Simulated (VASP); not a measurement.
# MgSiSe3 (Pm-3m) in VASP: a series of runs

MgSiSe3 is run at these levels: PBE; tasks: single point, relaxation of cell and atoms.

Everything below comes from runs of VASP 6.6.1. Logs are shortened: lines on timing, memory, paths and dates and some standing lists are left out, and cuts for length are marked.

**1. The cell of the first run**

Symmetry: Pm-3m, No. 221, cubic system. The conventional cell has a = 4.862 Å, b = 4.862 Å, c = 4.862 Å, α = 90.00°, β = 90.00°, γ = 90.00°. Within 4.5 Å of Mg (site symmetry m-3m) lie 12 Se at 3.44 Å and 8 Si at 4.21 Å. Si (site symmetry m-3m) has 6 Se at 2.43 Å within 3.2 Å. Se (site symmetry 4/mmm) has 2 Si at 2.43 Å within 3.2 Å.

**2. Single point, PBE**

The input, INCAR:

```
ALGO     = Normal         # electronic algorithm
EDIFF    = 1E-7           # SCF threshold, eV
ENCUT    = 520            # plane-wave cutoff, eV
GGA      = PE             # functional
ISIF     = 2              # what is computed and relaxed
ISMEAR   = 0              # smearing method
LASPH    = True           # aspherical terms in the spheres
LCHARG   = False          # write CHGCAR
LREAL    = False          # projectors in reciprocal space
LWAVE    = False          # write WAVECAR
NBANDS   = 20             # bands
NELM     = 80             # most SCF steps
PREC     = Accurate       # precision mode
SIGMA    = 0.1            # smearing width, eV
```

The input, KPOINTS:

```
k-points
0
Gamma
  4 4 4
```

The input, POSCAR:

```
MgSiSe3
1.0
    4.8615657222      0.0000000000      0.0000000000
    0.0000000000      4.8615657222      0.0000000000
    0.0000000000      0.0000000000      4.8615657222
Mg Si Se
1 1 3
Direct
    0.0000000000      0.0000000000      0.0000000000
    0.5000000000      0.5000000000      0.5000000000
    0.0000000000      0.5000000000      0.5000000000
    0.5000000000      0.0000000000      0.5000000000
    0.5000000000      0.5000000000      0.0000000000
```

Potentials or basis: VASP PAW PBE potentials, release 64 (Mg, Si, Se).

The run is started by

```bash
cat potpaw_PBE.64/Mg/POTCAR potpaw_PBE.64/Si/POTCAR potpaw_PBE.64/Se/POTCAR > POTCAR
mpirun -np 1 vasp_std > vasp.out
```

OUTCAR:

```text
EDIFF = 1E-7
   ENCUT = 520
   GGA = PE
   ISIF = 2
   ISMEAR = 0
   LASPH = True
   LREAL = False
   NELM = 80
   PREC = Accurate

 ion  position               nearest neighbor table
   1  0.000  0.000  0.000-
   2  0.500  0.500  0.500-   3 2.43   4 2.43   5 2.43   5 2.43   4 2.43   3 2.43
   3  0.000  0.500  0.500-   2 2.43   2 2.43
   4  0.500  0.000  0.500-   2 2.43   2 2.43
   5  0.500  0.500  0.000-   2 2.43   2 2.43

  LATTYP: Found a simple cubic cell.
 ALAT       =     4.8615657222

  Lattice vectors:

 A1 = (   4.8615657222,   0.0000000000,   0.0000000000)
 A2 = (   0.0000000000,   4.8615657222,   0.0000000000)
 A3 = (   0.0000000000,   0.0000000000,   4.8615657222)

Analysis of symmetry for initial positions (statically):
=====================================================================
 Subroutine PRICEL returns:
 Original cell was already a primitive cell.

 Routine SETGRP: Setting up the symmetry group for a
 simple cubic supercell.

 Subroutine GETGRP returns: Found 48 space group operations
 (whereof 48 operations were pure point group operations)
 out of a pool of 48 trial point group operations.

The static configuration has the point symmetry O_h .

Analysis of symmetry for dynamics (positions and initial velocities):
=====================================================================
 Subroutine PRICEL returns:
 Original cell was already a primitive cell.

 Routine SETGRP: Setting up the symmetry group for a
 simple cubic supercell.

 Subroutine GETGRP returns: Found 48 space group operations
 (whereof 48 operations were pure point group operations)
 out of a pool of 48 trial point group operations.

The dynamic configuration has the point symmetry O_h .

 Subroutine INISYM returns: Found 48 space group operations
 (whereof 48 operations are pure point group operations),
 and found     1 'primitive' translations

----------------------------------------------------------------------------------------

                                     Primitive cell

  volume of cell :     114.9022

  direct lattice vectors                    reciprocal lattice vectors
     4.861565722  0.000000000  0.000000000     0.205695049  0.000000000  0.000000000
     0.000000000  4.861565722  0.000000000     0.000000000  0.205695049  0.000000000
     0.000000000  0.000000000  4.861565722     0.000000000  0.000000000  0.205695049

  length of vectors
     4.861565722  4.861565722  4.861565722     0.205695049  0.205695049  0.205695049

  position of ions in fractional coordinates (direct lattice)
     0.000000000  0.000000000  0.000000000
     0.500000000  0.500000000  0.500000000
     0.000000000  0.500000000  0.500000000
     0.500000000  0.000000000  0.500000000
     0.500000000  0.500000000  0.000000000

  ion indices of the primitive-cell ions
   primitive index   ion index
                 1           1
                 2           2
                 3           3
                 4           4
                 5           5

----------------------------------------------------------------------------------------

 KPOINTS: k-points

Automatic generation of k-mesh.
 Grid dimensions read from file:
 generate k-points for:    4    4    4

 Generating k-lattice:

  Cartesian coordinates                     Fractional coordinates (reciprocal lattice)
     0.051423762  0.000000000  0.000000000     0.250000000  0.000000000  0.000000000
     0.000000000  0.051423762  0.000000000     0.000000000  0.250000000  0.000000000
     0.000000000  0.000000000  0.051423762     0.000000000  0.000000000  0.250000000

  Length of vectors
     0.051423762  0.051423762  0.051423762

  Shift w.r.t. Gamma in fractional coordinates (k-lattice)
     0.000000000  0.000000000  0.000000000

 Subroutine IBZKPT returns following result:
 ===========================================

 Found     10 irreducible k-points:

 Following reciprocal coordinates:
            Coordinates               Weight
  0.000000  0.000000  0.000000      1.000000
  0.250000  0.000000  0.000000      6.000000
  0.500000  0.000000  0.000000      3.000000
  0.250000  0.250000  0.000000     12.000000
  0.500000  0.250000  0.000000     12.000000
  0.500000  0.500000  0.000000      3.000000
  0.250000  0.250000  0.250000      8.000000
  0.500000  0.250000  0.250000     12.000000
  0.500000  0.500000  0.250000      6.000000
  0.500000  0.500000  0.500000      1.000000
   k-points           NKPTS =     10   k-points in BZ     NKDIM =     10   number of bands    NBANDS=     20
   number of dos      NEDOS =    301   number of ions     NIONS =      5
   total plane-waves  NPLWV =  46656
   dimension x,y,z NGX =    36 NGY =   36 NGZ =   36
   dimension x,y,z NGXF=    72 NGYF=   72 NGZF=   72
   ions per type =               1   1   3
   NGX,Y,Z   is equivalent  to a cutoff of  12.31, 12.31, 12.31 a.u.
   NGXF,Y,Z  is equivalent  to a cutoff of  24.62, 24.62, 24.62 a.u.
 SYSTEM =  unknown system
[... 28 lines left out ...]
     AMIX     =   0.40;   BMIX     =  1.00
     AMIX_MAG =   1.60;   BMIX_MAG =  1.00
  volume/ion in A,a.u.               =      22.98       155.08
  Fermi-wavevector in a.u.,A,eV,Ry     =   0.971335  1.835557 12.836986  0.943492
  Thomas-Fermi vector in A             =   2.101544
   LORBIT       =      0    0 simple, 1 ext, 2 COOP (PROOUT), +10 PAW based schemes
   GGA     = PE    functional components
   LHFCALC =     F    Hartree Fock is set to
   AEXX    =    0.0000 exact exchange contribution
   IVDW    =     0    specifies the selected vdW correction
   LEPSILON=     F    determine dielectric tensor
   LRPA    =     F    only Hartree local field effects (RPA)
 non-spin polarized calculation
 Gauss-broadening in eV      SIGMA  =   0.10
  energy-cutoff  :      520.00
  volume of cell :      114.90
 maximum number of plane-waves:      3136
   NGX = 19   NGY = 19   NGZ = 19

 number of electron      24.0000003 magnetization

 Free energy of the ion-electron system (eV)
  ---------------------------------------------------
  ext. energy  EPLUGINS =         0.00000000
  ---------------------------------------------------
  free energy    TOTEN  =       -17.53366403 eV

  energy without entropy =      -17.51600139  energy(sigma->0) =      -17.52483271

 E-fermi :   3.7058     XC(G=0):  -9.2860

 val. band max:        3.6508369134   @ k =   0.2500   0.2500   0.2500
 cond. band min:       3.7704231817   @ k =   0.0000   0.0000   0.0000
 fundamental gap:      0.1195862683
 Fermi energy:         3.7057740646

 k-point     1 :       0.0000    0.0000    0.0000
  band No.  band energies     occupation
      1     -10.9237      2.00000
      2      -8.0356      2.00000
      3      -8.0356      2.00000
      4      -2.1783      2.00000
      5      -2.1783      2.00000
      6      -2.1783      2.00000
[... 12 lines left out ...]
     19       8.8042      0.00000
     20      10.5383      0.00000

 k-point     2 :       0.2500    0.0000    0.0000
  band No.  band energies     occupation
      1     -10.6849      2.00000
      2      -8.4941      2.00000
      3      -8.0175      2.00000
      4      -2.5071      2.00000
      5      -2.0159      2.00000
      6      -2.0159      2.00000
[... 12 lines left out ...]
     19      10.0755      0.00000
     20      10.2954      0.00000

 k-point     3 :       0.5000    0.0000    0.0000
  band No.  band energies     occupation
      1     -10.3117      2.00000
      2      -9.0728      2.00000
      3      -7.9992      2.00000
      4      -2.5588      2.00000
      5      -1.8201      2.00000
      6      -1.8201      2.00000
[... 12 lines left out ...]
     19       8.9837      0.00000
     20      11.4078      0.00000

 k-point     4 :       0.2500    0.2500    0.0000
  band No.  band energies     occupation
      1     -10.4407      2.00000
      2      -8.5775      2.00000
      3      -8.2940      2.00000
      4      -3.4884      2.00000
      5      -1.8518      2.00000
      6      -0.5328      2.00000
[... 107 lines left out ...]
 k-point     9 :       0.5000    0.5000    0.2500
  band No.  band energies     occupation
      1      -9.2674      2.00000
      2      -8.9601      2.00000
      3      -8.9601      2.00000
      4      -5.5151      2.00000
      5      -0.6962      2.00000
      6       0.1243      2.00000
[... 12 lines left out ...]
     19       9.4603      0.00000
     20      10.3381      0.00000

 k-point    10 :       0.5000    0.5000    0.5000
  band No.  band energies     occupation
      1      -8.9252      2.00000
      2      -8.9252      2.00000
      3      -8.9252      2.00000
      4      -6.4582      2.00000
      5      -0.4509      2.00000
      6      -0.4509      2.00000
[... 12 lines left out ...]
     19      10.4527      0.00000
     20      10.4527      0.00000

------------------------ aborting loop because EDIFF is reached ----------------------------------------

  FORCE on cell =-STRESS in cart. coord.  units (eV):
  Direction    XX          YY          ZZ          XY          YZ          ZX
  --------------------------------------------------------------------------------------
  -------------------------------------------------------------------------------------
  Total        0.1329244      0.1329244      0.1329244     -0.0000000      0.0000000     -0.0000000
  in kB        1.8534756      1.8534756      1.8534756     -0.0000000      0.0000000     -0.0000000
  external PRESSURE =       1.8534756 kB  Pullay stress =       0.0000000 kB

 VOLUME and BASIS-vectors are now :
 -----------------------------------------------------------------------------
  energy-cutoff  :      520.00
  volume of cell :      114.90
      direct lattice vectors                 reciprocal lattice vectors
     4.861565722  0.000000000  0.000000000     0.205695049  0.000000000  0.000000000
     0.000000000  4.861565722  0.000000000     0.000000000  0.205695049  0.000000000
     0.000000000  0.000000000  4.861565722     0.000000000  0.000000000  0.205695049

 POSITION                                       TOTAL-FORCE (eV/Angst)
 -----------------------------------------------------------------------------------
      0.00000      0.00000      0.00000         0.000000      0.000000      0.000000
      2.43078      2.43078      2.43078         0.000000      0.000000      0.000000
      0.00000      2.43078      2.43078         0.000000      0.000000      0.000000
      2.43078      0.00000      2.43078         0.000000      0.000000      0.000000
      2.43078      2.43078      0.00000         0.000000      0.000000      0.000000
 -----------------------------------------------------------------------------------
    total drift:                                0.000000      0.000000      0.000000

  FREE ENERGIE OF THE ION-ELECTRON SYSTEM (eV)
  ---------------------------------------------------
  free  energy   TOTEN  =       -17.5336640335 eV

  energy  without entropy=      -17.5160013889  energy(sigma->0) =      -17.52483271
```

It took 37 s on 1 thread of Intel Xeon 8259CL, shared host; peak memory 0.21 GiB.

What came out:

```
Free energy            : -17.5337 eV
Pressure               : 0.2 GPa
Band gap on the k mesh : zero (bands 12 and 13 overlap by 1.64 eV)
```

Levels at points of the mesh, in eV from the Fermi level:
| k point | band 9 | band 10 | band 11 | band 12 | band 13 | band 14 | band 15 | band 16 |
| --- | --- | --- | --- | --- | --- | --- | --- | --- |
| (0.00, 0.00, 0.00) | -0.76 | -0.76 | -0.74 | -0.74 | -0.74 | 0.06 | 4.57 | 4.57 |
| (0.50, 0.00, 0.00) | -2.12 | -1.49 | -0.62 | -0.62 | 0.96 | 1.14 | 3.65 | 4.56 |
| (0.50, 0.50, 0.00) | -1.92 | -1.92 | -1.29 | 0.83 | 1.68 | 2.27 | 2.27 | 3.10 |
| (0.50, 0.50, 0.50) | -1.25 | -0.68 | 0.89 | 0.89 | 0.89 | 2.03 | 2.03 | 2.03 |

**3. Relaxation of cell and atoms, PBE**

This run uses another cell than the first one, of 21.22 Å³/atom.

The input, INCAR:

```
ALGO     = Normal         # electronic algorithm
EDIFF    = 1E-7           # SCF threshold, eV
EDIFFG   = -0.04          # ionic threshold
ENCUT    = 600            # plane-wave cutoff, eV
GGA      = PE             # functional
IBRION   = 2              # ionic algorithm
ISIF     = 3              # what is computed and relaxed
ISMEAR   = 0              # smearing method
LASPH    = T              # aspherical terms in the spheres
LCHARG   = F              # write CHGCAR
LREAL    = F              # projectors in reciprocal space
LWAVE    = F              # write WAVECAR
NELM     = 100            # most SCF steps
NSW      = 90             # ionic steps
PREC     = Accurate       # precision mode
SIGMA    = 0.1            # smearing width, eV
```

KPOINTS is that of step 2.

POSCAR, as its differences from that of step 2:

```diff
@@ -2,5 +2,5 @@
 1.0
-    4.8615657222      0.0000000000      0.0000000000
-    0.0000000000      4.8615657222      0.0000000000
-    0.0000000000      0.0000000000      4.8615657222
+    4.7339510399      0.0000000000      0.0000000000
+    0.0000000000      4.7339510399      0.0000000000
+    0.0000000000      0.0000000000      4.7339510399
 Mg Si Se
```

Potentials or basis: VASP PAW PBE potentials, release 64 (Mg, Si, Se).

The run is started by

```bash
cat potpaw_PBE.64/Mg/POTCAR potpaw_PBE.64/Si/POTCAR potpaw_PBE.64/Se/POTCAR > POTCAR
mpirun -np 1 vasp_std > vasp.out
```

It took 1.8 min on 1 thread of Intel Xeon 8259CL, shared host; peak memory 0.26 GiB.

It converged, with:

```
Free energy                           : -17.5338 eV
Relaxed volume                        : 23.05 Å³/atom
Relaxed cell                          : a = 4.867 Å, b = 4.867 Å, c = 4.867 Å, α = 90.00°, β = 90.00°, γ = 90.00°
Space group after relaxing (to 0.1 Å) : Pm-3m (No. 221)
Energy gained by relaxing             : 30.1 meV/atom
Ionic steps                           : 3
Pressure after relaxing               : 0.0 GPa
Band gap on the k mesh                : zero (bands 12 and 13 overlap by 1.63 eV)
```

Step by step:
```tsv
step	energy change (eV)	largest force (eV/Å)	pressure (GPa)	volume (Å³)
1	0.0000	0.0000	5.70	106.09
2	-0.1394	0.0000	-1.25	118.10
3	-0.1506	0.0000	0.01	115.26
```

Final structure:
```cif
data_structure
_symmetry_space_group_name_H-M 'P 1'
_symmetry_Int_Tables_number 1
_cell_length_a 4.8666
_cell_length_b 4.8666
_cell_length_c 4.8666
_cell_angle_alpha 90.000
_cell_angle_beta 90.000
_cell_angle_gamma 90.000
_cell_volume 115.26
loop_
_atom_site_label
_atom_site_type_symbol
_atom_site_fract_x
_atom_site_fract_y
_atom_site_fract_z
_atom_site_occupancy
Mg1 Mg 0.00000 0.00000 0.00000 1
Si1 Si 0.50000 0.50000 0.50000 1
Se1 Se 0.00000 0.50000 0.50000 1
Se2 Se 0.50000 0.00000 0.50000 1
Se3 Se 0.50000 0.50000 0.00000 1
```

Levels at points of the mesh, in eV from the Fermi level:
```
           k point  band 9  band 10  band 11  band 12  band 13  band 14  band 15  band 16
(0.00, 0.00, 0.00)   -0.76    -0.76    -0.74    -0.74    -0.74     0.05     4.58     4.58
(0.50, 0.00, 0.00)   -2.11    -1.48    -0.61    -0.61     0.96     1.14     3.64     4.54
(0.50, 0.50, 0.00)   -1.91    -1.91    -1.29     0.83     1.68     2.27     2.27     3.09
(0.50, 0.50, 0.50)   -1.25    -0.68     0.89     0.89     0.89     2.02     2.02     2.02
```

**4. Single point, PBE**

The input, INCAR:

```
ALGO = Normal
EDIFF = 1E-7
ENCUT = 520
GGA = PE
ISIF = 2
ISMEAR = 0
LASPH = True
LCHARG = False
LREAL = False
LWAVE = False
NBANDS = 20
NELM = 100
PREC = Accurate
SIGMA = 0.1
```

The input, KPOINTS:

```
k-points
0
Gamma
  8 8 8
```

POSCAR, as its differences from that of step 3:

```diff
@@ -2,5 +2,5 @@
 1.0
-    4.7339510399      0.0000000000      0.0000000000
-    0.0000000000      4.7339510399      0.0000000000
-    0.0000000000      0.0000000000      4.7339510399
+    4.8601608384      0.0000000000      0.0000000000
+    0.0000000000      4.8601608384      0.0000000000
+    0.0000000000      0.0000000000      4.8601608384
 Mg Si Se
```

The run is started by

```bash
cat potpaw_PBE.64/Mg/POTCAR potpaw_PBE.64/Si/POTCAR potpaw_PBE.64/Se/POTCAR > POTCAR
mpirun -np 1 vasp_std > vasp.out
```

Wall time 84 s (1 thread of Intel Xeon 8259CL, shared host); peak memory 0.25 GiB.

The run converged. Its results:

```yaml
Free_energy: -17.5030 eV
Pressure: 0.0 GPa
Band_gap_on_the_k_mesh: zero (bands 12 and 13 overlap by 1.62 eV)
```

Levels at points of the mesh, in eV from the Fermi level:
```csv
k point,band 10,band 11,band 12,band 13,band 14,band 15
"(0.00, 0.00, 0.00)",-0.86,-0.82,-0.82,-0.82,0.06,4.51
"(0.50, 0.00, 0.00)",-1.58,-0.71,-0.71,0.90,1.12,3.61
"(0.50, 0.50, 0.00)",-2.01,-1.38,0.73,1.68,2.23,2.23
"(0.50, 0.50, 0.50)",-0.68,0.80,0.80,0.80,1.97,1.97
```

**5. Relaxation of cell and atoms, PBE**

The input, INCAR:

```
SYSTEM = MgSiSe3
PREC = Accurate ; ENCUT = 600
EDIFF = 1E-6 ; ISMEAR = 0
SIGMA = 0.1 ; LREAL = .False.
LASPH = .True. ; NELM = 100
ALGO = Normal ; ISIF = 3
LWAVE = .False. ; LCHARG = .False.
GGA = PE ; IBRION = 2
NSW = 100 ; EDIFFG = -0.01
```

The input, KPOINTS:

```
regular mesh
0
Gamma
  8 8 8
  0 0 0
```

POSCAR, as its differences from that of step 4:

```diff
@@ -2,5 +2,5 @@
 1.0
-    4.8601608384      0.0000000000      0.0000000000
-    0.0000000000      4.8601608384      0.0000000000
-    0.0000000000      0.0000000000      4.8601608384
+    4.8615657222      0.0000000000      0.0000000000
+    0.0000000000      4.8615657222      0.0000000000
+    0.0000000000      0.0000000000      4.8615657222
 Mg Si Se
```

The run is started by

```bash
cat potpaw_PBE.64/Mg/POTCAR potpaw_PBE.64/Si/POTCAR potpaw_PBE.64/Se/POTCAR > POTCAR
mpirun -np 1 vasp_std > vasp.out
```

Run time: 97 s. Hardware: 1 thread of Intel Xeon 8259CL, shared host; peak memory 0.29 GiB.

It converged, with:

- Free energy: -17.5031 eV
- Pressure after relaxing: 0.0 GPa
- Band gap on the k mesh: zero (bands 12 and 13 overlap by 1.62 eV)

Final structure:
```
Mg Si Se
1.0
     4.86157    0.00000    0.00000
     0.00000    4.86157    0.00000
     0.00000    0.00000    4.86157
Mg Si Se
1 1 3
Cartesian
  0.0000 0.0000 0.0000
  2.4308 2.4308 2.4308
  0.0000 2.4308 2.4308
  2.4308 0.0000 2.4308
  2.4308 2.4308 0.0000
```

Levels at points of the mesh, in eV from the Fermi level:
| k point | band 10 | band 11 | band 12 | band 13 | band 14 | band 15 |
| --- | --- | --- | --- | --- | --- | --- |
| (0.00, 0.00, 0.00) | -0.86 | -0.82 | -0.82 | -0.82 | 0.05 | 4.51 |
| (0.50, 0.00, 0.00) | -1.58 | -0.71 | -0.71 | 0.90 | 1.11 | 3.61 |
| (0.50, 0.50, 0.00) | -2.00 | -1.37 | 0.73 | 1.67 | 2.23 | 2.23 |
| (0.50, 0.50, 0.50) | -0.68 | 0.79 | 0.79 | 0.79 | 1.97 | 1.97 |

Caveat: the relaxation stopped at its first step, so nothing moved.

**6. Summary**

| task | cell | k mesh | cutoff (eV) | gap on the mesh (eV) | pressure (GPa) |
| --- | --- | --- | --- | --- | --- |
| single point | a = 4.862 Å, 5 atoms | 4 × 4 × 4 | 520 | none | 0.2 |
| relaxation of cell and atoms | relaxed from a = 4.734 Å, 5 atoms | 4 × 4 × 4 | 600 | none | 0.0 |
| single point | a = 4.860 Å, 5 atoms | 8 × 8 × 8 | 520 | none | 0.0 |
| relaxation of cell and atoms | relaxed from a = 4.862 Å, 5 atoms | 8 × 8 × 8 | 600 | none | 0.0 |

Alike in all rows: level PBE; potentials or basis VASP PAW PBE potentials, release 64 (Mg, Si, Se); no spin polarisation; smearing gaussian 0.1 eV.

Caveats: the relaxation stopped at its first step, so nothing moved (at least some runs).

Absolute energies hang on the potentials; compare differences alone.

The gap in the log of VASP goes by the Fermi energy; the results here count the filled bands.